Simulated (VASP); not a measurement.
# Ta2C (P-3m1) in VASP: further runs

Runs on Ta2C. Level: PBEsol. Tasks: single point, relaxation of shape and atoms at fixed volume, relaxation of cell and atoms.

Everything below comes from runs of VASP 6.6.1. Logs are shortened: lines on timing, memory, paths and dates and some standing lists are left out, and cuts for length are marked.

## Step 1: The cell of the first run

It takes space group P-3m1 (No. 164, trigonal). The conventional cell has a = 3.096 Å, b = 3.096 Å, c = 4.920 Å, α = 90.00°, β = 90.00°, γ = 120.00°. Ta (site symmetry 3m) has 3 C at 2.18 Å within 2.9 Å. C (site symmetry -3m) has 6 Ta at 2.18 Å within 2.9 Å.

## Step 2: Single point, PBEsol

INCAR

```
PREC     = Accurate       # precision mode
ENCUT    = 520            # plane-wave cutoff, eV
EDIFF    = 1E-6           # SCF threshold, eV
ISMEAR   = -1             # smearing method
SIGMA    = 0.15           # smearing width, eV
LREAL    = F              # projectors in reciprocal space
LASPH    = T              # aspherical terms in the spheres
NELM     = 100            # most SCF steps
ALGO     = Normal         # electronic algorithm
ISIF     = 2              # what is computed and relaxed
LWAVE    = F              # write WAVECAR
LCHARG   = F              # write CHGCAR
GGA      = PS             # functional
NBANDS   = 20             # bands
```

KPOINTS

```
regular mesh
0
Gamma
  18 18 8
```

POSCAR

```
Ta2C
1.0
    3.0958855143      0.0000000000      0.0000000000
   -1.5479427572      2.6811155025      0.0000000000
    0.0000000000      0.0000000000      4.9201740837
Ta C
2 1
Direct
    0.3333333333      0.6666666667      0.2528276349
    0.6666666667      0.3333333333      0.7471723651
    0.0000000000      0.0000000000      0.0000000000
```

Potentials or basis: VASP PAW PBE potentials, release 64 (Ta_pv, C).

The run is started by

```sh
cat potpaw_PBE.64/Ta_pv/POTCAR potpaw_PBE.64/C/POTCAR > POTCAR
mpirun -np 1 vasp_std > vasp.out
```

OUTCAR:

```text
PREC = Accurate
   ENCUT = 520
   EDIFF = 1E-6
   ISMEAR = -1
   LREAL = F
   LASPH = T
   NELM = 100
   ISIF = 2
   GGA = PS

 ion  position               nearest neighbor table
   1  0.333  0.667  0.253-   3 2.18   3 2.18   3 2.18   2 3.02   2 3.02   2 3.02   2 3.06   2 3.06
                             2 3.06
   2  0.667  0.333  0.747-   3 2.18   3 2.18   3 2.18   1 3.02   1 3.02   1 3.02   1 3.06   1 3.06
                             1 3.06
   3  0.000  0.000  0.000-   1 2.18   2 2.18   1 2.18   2 2.18   2 2.18   1 2.18

  LATTYP: Found a hexagonal cell.
 ALAT       =     3.0958855143
 C/A-ratio  =     1.5892622841

  Lattice vectors:

 A1 = (   3.0958855143,   0.0000000000,   0.0000000000)
 A2 = (  -1.5479427572,   2.6811155025,   0.0000000000)
 A3 = (   0.0000000000,   0.0000000000,   4.9201740837)

Analysis of symmetry for initial positions (statically):
=====================================================================
 Subroutine PRICEL returns:
 Original cell was already a primitive cell.

 Routine SETGRP: Setting up the symmetry group for a
 hexagonal supercell.

 Subroutine GETGRP returns: Found 12 space group operations
 (whereof 12 operations were pure point group operations)
 out of a pool of 24 trial point group operations.

The static configuration has the point symmetry D_3d.

Analysis of symmetry for dynamics (positions and initial velocities):
=====================================================================
 Subroutine PRICEL returns:
 Original cell was already a primitive cell.

 Routine SETGRP: Setting up the symmetry group for a
 hexagonal supercell.

 Subroutine GETGRP returns: Found 12 space group operations
 (whereof 12 operations were pure point group operations)
 out of a pool of 24 trial point group operations.

The dynamic configuration has the point symmetry D_3d.

 Subroutine INISYM returns: Found 12 space group operations
 (whereof 12 operations are pure point group operations),
 and found     1 'primitive' translations

----------------------------------------------------------------------------------------

                                     Primitive cell

  volume of cell :      40.8395

[... 83 lines left out ...]
   ICHARG =      2    charge: 1-file 2-atom 10-const
   ISPIN  =      1    spin polarized calculation?
   LNONCOLLINEAR =      F non collinear calculations
   LSORBIT =      F    spin-orbit coupling
   LASPH  =      T    aspherical Exc in radial PAW
   ENCUT  =  520.0 eV  38.22 Ry    6.18 a.u.   5.76  5.76  9.15*2*pi/ulx,y,z
   NELM   =    100;   NELMIN=  2; NELMDL= -5     # of ELM steps
   EDIFF  = 0.1E-05   stopping-criterion for ELM
   LREAL  =      F    real-space projection
   EDIFFG = 0.1E-04   stopping-criterion for IOM
   NSW    =      0    number of steps for IOM
   IBRION =     -1    ionic relax: 0-MD 1-quasi-New 2-CG
   NFREE  =      0    steps in history (QN), initial steepest desc. (CG)
   ISIF   =      2    stress and relaxation
   ISYM   =      2    0-nonsym 1-usesym 2-fastsym
   POTIM  = 0.5000    time-step for ionic-motion
   TEBEG  =    0.0;   TEEND  =   0.0 temperature during run
   PSTRESS=    0.0 pullay stress
   NELECT =      26.0000    total number of electrons
   NUPDOWN=      -1.0000    fix difference up-down
   EMIN   =  10.00;   EMAX   =-10.00  energy-range for DOS
   EFERMI =   0.00;   METHOD = LEGACY
   ISMEAR =    -1;   SIGMA  =   0.15  broadening in eV -4-tet -1-fermi 0-gaus
   EFERMI_NEDOS =   21; number of points for ismear=-14 and -15
   IALGO  =     38    algorithm
   IMIX   =      4    mixing-type and parameters
     AMIX     =   0.40;   BMIX     =  1.00
     AMIX_MAG =   1.60;   BMIX_MAG =  1.00
  volume/ion in A,a.u.               =      13.61        91.87
  Fermi-wavevector in a.u.,A,eV,Ry     =   1.408334  2.661365 26.985857  1.983405
  Thomas-Fermi vector in A             =   2.530502
   LORBIT       =      0    0 simple, 1 ext, 2 COOP (PROOUT), +10 PAW based schemes
   GGA     = PS    functional components
   LHFCALC =     F    Hartree Fock is set to
   AEXX    =    0.0000 exact exchange contribution
   IVDW    =     0    specifies the selected vdW correction
   LEPSILON=     F    determine dielectric tensor
   LRPA    =     F    only Hartree local field effects (RPA)
 non-spin polarized calculation
  energy-cutoff  :      520.00
  volume of cell :       40.84
 maximum number of plane-waves:      1124
   NGX = 11   NGY = 11   NGZ = 19

 number of electron      26.0000002 magnetization

 Free energy of the ion-electron system (eV)
  ---------------------------------------------------
  ext. energy  EPLUGINS =         0.00000000
  ---------------------------------------------------
  free energy    TOTEN  =       -36.73206940 eV

  energy without entropy =      -36.66611316  energy(sigma->0) =      -36.69909128

 E-fermi :   6.4816     XC(G=0): -12.9412

 val. band max:        6.4785146122   @ k =   0.0000   0.1111   0.1250
 cond. band min:       6.4861675443   @ k =   0.0000   0.0000   0.0000
 fundamental gap:      0.0076529322
 Fermi energy:         6.4816286019

 k-point     1 :       0.0000    0.0000    0.0000
  band No.  band energies     occupation
      1     -28.2870      2.00000
      2     -27.5747      2.00000
      3     -27.5747      2.00000
      4     -27.4575      2.00000
      5     -27.4575      2.00000
      6     -27.3710      2.00000
[... 541 lines left out ...]
     19      12.2715      0.00000
     20      12.7001      0.00000

 [... further k-points ...]

------------------------ aborting loop because EDIFF is reached ----------------------------------------

  FORCE on cell =-STRESS in cart. coord.  units (eV):
  Direction    XX          YY          ZZ          XY          YZ          ZX
  --------------------------------------------------------------------------------------
  -------------------------------------------------------------------------------------
  Total        0.1323299      0.1323299      0.1205274     -0.0000000     -0.0000000      0.0000000
  in kB        5.1914400      5.1914400      4.7284130     -0.0000000     -0.0000000      0.0000000
  external PRESSURE =       5.0370977 kB  Pullay stress =       0.0000000 kB

 VOLUME and BASIS-vectors are now :
 -----------------------------------------------------------------------------
  energy-cutoff  :      520.00
  volume of cell :       40.84
      direct lattice vectors                 reciprocal lattice vectors
     3.095885514  0.000000000  0.000000000     0.323009360  0.186489541  0.000000000
    -1.547942757  2.681115502  0.000000000     0.000000000  0.372979082  0.000000000
     0.000000000  0.000000000  4.920174084     0.000000000  0.000000000  0.203244841

 POSITION                                       TOTAL-FORCE (eV/Angst)
 -----------------------------------------------------------------------------------
     -0.00000      1.78741      1.24396        -0.000000      0.000000      0.045543
      1.54794      0.89371      3.67622         0.000000     -0.000000     -0.045543
      0.00000      0.00000      0.00000         0.000000      0.000000      0.000000
 -----------------------------------------------------------------------------------
    total drift:                                0.000000     -0.000000     -0.000000

  FREE ENERGIE OF THE ION-ELECTRON SYSTEM (eV)
  ---------------------------------------------------
  free  energy   TOTEN  =       -36.7320694019 eV

  energy  without entropy=      -36.6661131625  energy(sigma->0) =      -36.69909128
```

OSZICAR:

```text
N       E                     dE             d eps       ncg     rms          rms(c)
DAV:   1     0.197282120363E+03    0.19728E+03   -0.14890E+04 10640   0.136E+03
DAV:   2    -0.323227552827E+02   -0.22960E+03   -0.22425E+03 11964   0.380E+02
DAV:   3    -0.405675013961E+02   -0.82447E+01   -0.81440E+01 13484   0.646E+01
DAV:   4    -0.406624909879E+02   -0.94990E-01   -0.94749E-01 13028   0.678E+00
DAV:   5    -0.406633543645E+02   -0.86338E-03   -0.86318E-03 13300   0.606E-01    0.286E+01
DAV:   6    -0.369837611023E+02    0.36796E+01   -0.17166E+01 13348   0.237E+01    0.122E+01
DAV:   7    -0.367801800329E+02    0.20358E+00   -0.13868E+00 11948   0.730E+00    0.580E+00
DAV:   8    -0.367367087984E+02    0.43471E-01   -0.17464E-01 12748   0.280E+00    0.529E-01
DAV:   9    -0.367324654065E+02    0.42434E-02   -0.21379E-02 13072   0.890E-01    0.189E-01
DAV:  10    -0.367321283588E+02    0.33705E-03   -0.32349E-03 13700   0.446E-01    0.551E-02
DAV:  11    -0.367320698651E+02    0.58494E-04   -0.38485E-04 12516   0.121E-01    0.265E-02
DAV:  12    -0.367320696963E+02    0.16881E-06   -0.25493E-05 12340   0.371E-02    0.685E-03
DAV:  13    -0.367320694019E+02    0.29433E-06   -0.37344E-06 12100   0.123E-02
   1 F= -.36732069E+02 E0= -.36699091E+02  d E =-.659562E-01
```

Wall time 4.3 min (1 thread of Intel Xeon 8259CL, shared host); peak memory 0.32 GiB.

Results:

- Free energy: -36.7321 eV
- Pressure: 0.5 GPa
- Largest force: 0.046 eV/Å
- Band gap on the k mesh: zero (bands 13 and 14 overlap by 0.80 eV)

Forces in eV/Å, atoms in the order of the input:
```
Ta   0.000  0.000  0.046
Ta   0.000  0.000 -0.046
C    0.000  0.000  0.000
```

Caveat: the PAW data sets were made with another functional, which shifts forces and pressure a little; spin-orbit coupling is left out, which moves the levels of the heavy elements.

## Step 3: Single point, PBEsol (13.89 Å³/atom)

This run uses another cell than the first one, of 13.89 Å³/atom.

INCAR

```
PREC = Accurate ; ENCUT = 520
EDIFF = 1E-6 ; ISMEAR = -1
SIGMA = 0.15 ; LREAL = F
LASPH = T ; NELM = 100
ALGO = Normal ; ISIF = 2
LWAVE = F ; LCHARG = T
GGA = PS ; LELF = T
LVHAR = T ; NBANDS = 20
```

KPOINTS

```
Automatic mesh
0
Gamma
  18 18 8
```

POSCAR

```
Ta2C
1.0
    3.1165336135      0.0000000000      0.0000000000
   -1.5582668068      2.6989972810      0.0000000000
    0.0000000000      0.0000000000      4.9522982770
Ta C
2 1
Direct
    0.3333333333      0.6666666667      0.2516672662
    0.6666666667      0.3333333333      0.7483327338
    0.0000000000      0.0000000000      0.0000000000
```

Potentials or basis: VASP PAW PBE potentials, release 64 (Ta_pv, C).

The run is started by

```sh
cat potpaw_PBE.64/Ta_pv/POTCAR potpaw_PBE.64/C/POTCAR > POTCAR
mpirun -np 1 vasp_std > vasp.out
```

Run time: 4.3 min. Hardware: 1 thread of Intel Xeon 8259CL, shared host; peak memory 0.32 GiB.

It converged, with:

| Quantity | Value |
| --- | --- |
| Free energy | -36.7211 eV |
| Pressure | -4.7 GPa |
| Largest force | 0.042 eV/Å |
| Band gap on the k mesh | zero (bands 13 and 14 overlap by 0.78 eV) |

Forces on the atoms (eV/Å):
```
Ta   0.000  0.000  0.042
Ta   0.000  0.000 -0.042
C    0.000  0.000  0.000
```

Levels at points of the mesh, in eV from the Fermi level:
| k point | band 9 | band 10 | band 11 | band 12 | band 13 | band 14 | band 15 | band 16 | band 17 | band 18 |
| --- | --- | --- | --- | --- | --- | --- | --- | --- | --- | --- |
| (0.00, 0.00, 0.00) | -3.58 | -3.58 | -3.00 | 0.01 | 0.51 | 0.51 | 1.11 | 1.11 | 2.39 | 2.39 |
| (0.50, 0.00, 0.00) | -4.28 | -3.97 | -3.65 | -1.77 | -0.26 | 3.34 | 3.41 | 4.58 | 4.97 | 5.13 |
| (0.00, 0.00, 0.50) | -3.81 | -3.81 | -1.73 | -1.56 | -0.27 | -0.27 | 2.90 | 2.90 | 3.45 | 3.45 |
| (0.50, 0.00, 0.50) | -4.54 | -3.55 | -2.50 | -1.15 | -0.99 | 1.57 | 1.60 | 4.23 | 4.76 | 4.86 |

Caveat: the cell stands under tension; the PAW data sets were made with another functional, which shifts forces and pressure a little; spin-orbit coupling is left out, which moves the levels of the heavy elements.

## Step 4: Relaxation of shape and atoms at fixed volume, PBEsol (13.34 Å³/atom)

This run uses another cell than the first one, of 13.34 Å³/atom.

INCAR

```
ALGO     = Normal         # electronic algorithm
EDIFF    = 1E-7           # SCF threshold, eV
EDIFFG   = -0.001         # ionic threshold
ENCUT    = 600            # plane-wave cutoff, eV
GGA      = PS             # functional
IBRION   = 2              # ionic algorithm
ISIF     = 4              # what is computed and relaxed
ISMEAR   = -1             # smearing method
LASPH    = T              # aspherical terms in the spheres
LCHARG   = F              # write CHGCAR
LREAL    = F              # projectors in reciprocal space
LWAVE    = F              # write WAVECAR
NELM     = 60             # most SCF steps
NSW      = 80             # ionic steps
PREC     = Accurate       # precision mode
SIGMA    = 0.15           # smearing width, eV
```

KPOINTS

```
k-points
0
Gamma
  18 18 8
```

POSCAR

```
Ta2C
1.0
    3.0751071331      0.0000000000      0.0000000000
   -1.5375535666      2.6631208966      0.0000000000
    0.0000000000      0.0000000000      4.8871517861
Ta C
2 1
Direct
    0.3333333333      0.6666666667      0.2528276349
    0.6666666667      0.3333333333      0.7471723651
    0.0000000000      0.0000000000      0.0000000000
```

The run is started by

```sh
cat potpaw_PBE.64/Ta_pv/POTCAR potpaw_PBE.64/C/POTCAR > POTCAR
mpirun -np 1 vasp_std > vasp.out
```

Run time: 30 min. Hardware: 1 thread of Intel Xeon 8259CL, shared host; peak memory 0.36 GiB.

Results (log left out):

* Free energy: -36.7167 eV
* Energy gained by relaxing: 0.5 meV/atom
* Ionic steps: 12
* Pressure after relaxing: 6.1 GPa
* Band gap on the k mesh: zero (bands 13 and 14 overlap by 0.83 eV)

Step by step:
```
step  energy change (eV)  largest force (eV/Å)  pressure (GPa)  volume (Å³)
   1              0.0000                0.2341            6.65        40.02
   2             -0.0010                0.1464            5.83        40.02
   3             -0.0016                0.0002            6.13        40.02
   4             -0.0016                0.0046            6.14        40.02
   5             -0.0016                0.0035            6.14        40.02
   6             -0.0016                0.0038            6.14        40.02
   7             -0.0016                0.0037            6.14        40.02
   8             -0.0016                0.0042            6.14        40.02
   9             -0.0016                0.0038            6.14        40.02
  10             -0.0016                0.0038            6.14        40.02
  11             -0.0016                0.0016            6.13        40.02
  12             -0.0016                0.0001            6.13        40.02
```

Final structure:
```xyz
3
Lattice="3.0750 0.0000 0.0000 -1.5375 2.6631 0.0000 0.0000 0.0000 4.8874" Properties=species:S:1:pos:R:3 pbc="T T T"
Ta    0.0000    1.7754    1.2426
Ta    1.5375    0.8877    3.6448
C     0.0000    0.0000    0.0000
```

Levels at points of the mesh, in eV from the Fermi level:
| k point | band 10 | band 11 | band 12 | band 13 | band 14 | band 15 | band 16 | band 17 |
| --- | --- | --- | --- | --- | --- | --- | --- | --- |
| (0.00, 0.00, 0.00) | -3.62 | -2.96 | 0.00 | 0.53 | 0.53 | 1.17 | 1.17 | 2.41 |
| (0.50, 0.00, 0.00) | -4.06 | -3.86 | -1.82 | -0.19 | 3.41 | 3.59 | 4.87 | 5.32 |
| (0.00, 0.00, 0.50) | -3.88 | -1.92 | -1.50 | -0.30 | -0.30 | 3.11 | 3.11 | 3.61 |
| (0.50, 0.00, 0.50) | -3.58 | -2.58 | -1.14 | -0.95 | 1.51 | 1.55 | 4.51 | 5.02 |

Caveat: the PAW data sets were made with another functional, which shifts forces and pressure a little; spin-orbit coupling is left out, which moves the levels of the heavy elements.

## Step 5: Relaxation of cell and atoms, PBEsol

This run uses another cell than the first one, of 13.77 Å³/atom.

INCAR

```
SYSTEM = Ta2C
PREC = Accurate
ENCUT = 600
EDIFF = 1E-6
ISMEAR = 0
SIGMA = 0.1
LREAL = .False.
LASPH = .True.
NELM = 80
ALGO = Fast
ISIF = 3
LWAVE = .False.
LCHARG = .False.
GGA = PS
IBRION = 2
NSW = 100
EDIFFG = -0.01
```

KPOINTS

```
regular mesh
0
Gamma
  18 18 8
  0 0 0
```

POSCAR

```
Ta2C
1.0
    3.1059000000      0.0000000000      0.0000000000
   -1.5529500000      2.6897883016      0.0000000000
    0.0000000000      0.0000000000      4.9464000000
Ta C
2 1
Direct
    0.3333333333      0.6666666667      0.2520100000
    0.6666666667      0.3333333333      0.7479900000
    0.0000000000      0.0000000000      0.0000000000
```

The run is started by

```sh
cat potpaw_PBE.64/Ta_pv/POTCAR potpaw_PBE.64/C/POTCAR > POTCAR
mpirun -np 1 vasp_std > vasp.out
```

Wall time 23 min (1 thread of Oxide Virtual Turin-like, shared host); peak memory 0.33 GiB.

It converged, with:

```
Free energy                           : -36.7068 eV
Relaxed volume                        : 13.63 Å³/atom
Relaxed cell                          : a = 3.097 Å, b = 3.097 Å, c = 4.923 Å, α = 90.00°, β = 90.00°, γ = 120.00°
Space group after relaxing (to 0.1 Å) : P-3m1 (No. 164)
Energy gained by relaxing             : 1.4 meV/atom
Ionic steps                           : 5
Pressure after relaxing               : 0.0 GPa
Band gap on the k mesh                : zero (bands 13 and 14 overlap by 0.80 eV)
```

Forces in eV/Å, atoms in the order of the input:
```
Ta   0.000  0.000  0.002
Ta   0.000  0.000 -0.002
C    0.000  0.000  0.000
```

The path:
```csv
step,energy change (eV),largest force (eV/Å),pressure (GPa),volume (Å³)
1,0.0000,0.0654,-2.66,41.32
2,0.0164,0.2853,7.12,39.97
3,-0.0036,0.1313,0.08,40.92
4,-0.0041,0.0323,-0.02,40.88
5,-0.0042,0.0021,0.01,40.89
```

Final structure:
```cif
data_structure
_symmetry_space_group_name_H-M 'P 1'
_symmetry_Int_Tables_number 1
_cell_length_a 3.0969
_cell_length_b 3.0969
_cell_length_c 4.9227
_cell_angle_alpha 90.000
_cell_angle_beta 90.000
_cell_angle_gamma 120.000
_cell_volume 40.89
loop_
_atom_site_label
_atom_site_type_symbol
_atom_site_fract_x
_atom_site_fract_y
_atom_site_fract_z
_atom_site_occupancy
Ta1 Ta 0.33333 0.66667 0.25312 1
Ta2 Ta 0.66667 0.33333 0.74688 1
C1 C 0.00000 0.00000 0.00000 1
```

Levels at points of the mesh, in eV from the Fermi level:
| k point | band 11 | band 12 | band 13 | band 14 | band 15 | band 16 |
| --- | --- | --- | --- | --- | --- | --- |
| (0.00, 0.00, 0.00) | -2.99 | -0.01 | 0.51 | 0.51 | 1.12 | 1.12 |
| (0.50, 0.00, 0.00) | -3.77 | -1.81 | -0.24 | 3.34 | 3.48 | 4.70 |
| (0.00, 0.00, 0.50) | -1.84 | -1.54 | -0.30 | -0.30 | 2.98 | 2.98 |
| (0.50, 0.00, 0.50) | -2.55 | -1.16 | -0.98 | 1.53 | 1.54 | 4.35 |

Caveat: the PAW data sets were made with another functional, which shifts forces and pressure a little; spin-orbit coupling is left out, which moves the levels of the heavy elements.

## Step 6: Summary

```csv
task,cell,cutoff (eV),smearing,gap on the mesh (eV),pressure (GPa),largest force (eV/Å)
single point,"a = 3.096, b = 3.096, c = 4.920 Å, angles 90.0, 90.0, 120.0°, 3 atoms, atomic positions A",520,fermi-dirac 0.15 eV,none,0.5,0.05
single point,"a = 3.117, b = 3.117, c = 4.952 Å, angles 90.0, 90.0, 120.0°, 3 atoms, atomic positions B",520,fermi-dirac 0.15 eV,none,-4.7,0.04
relaxation of shape and atoms at fixed volume,"relaxed from a = 3.075, b = 3.075, c = 4.887 Å, angles 90.0, 90.0, 120.0°, 3 atoms, atomic positions A",600,fermi-dirac 0.15 eV,none,6.1,-
relaxation of cell and atoms,"relaxed from a = 3.106, b = 3.106, c = 4.946 Å, angles 90.0, 90.0, 120.0°, 3 atoms, atomic positions C",600,gaussian 0.1 eV,none,0.0,-
```

Alike in all rows: level PBEsol; potentials or basis VASP PAW PBE potentials, release 64 (Ta_pv, C); no spin polarisation; k mesh 18 × 18 × 8.

Caveats: the PAW data sets were made with another functional, which shifts forces and pressure a little; spin-orbit coupling is left out, which moves the levels of the heavy elements; the cell stands under tension (at least some runs).

Absolute energies hang on the potentials; compare differences alone.
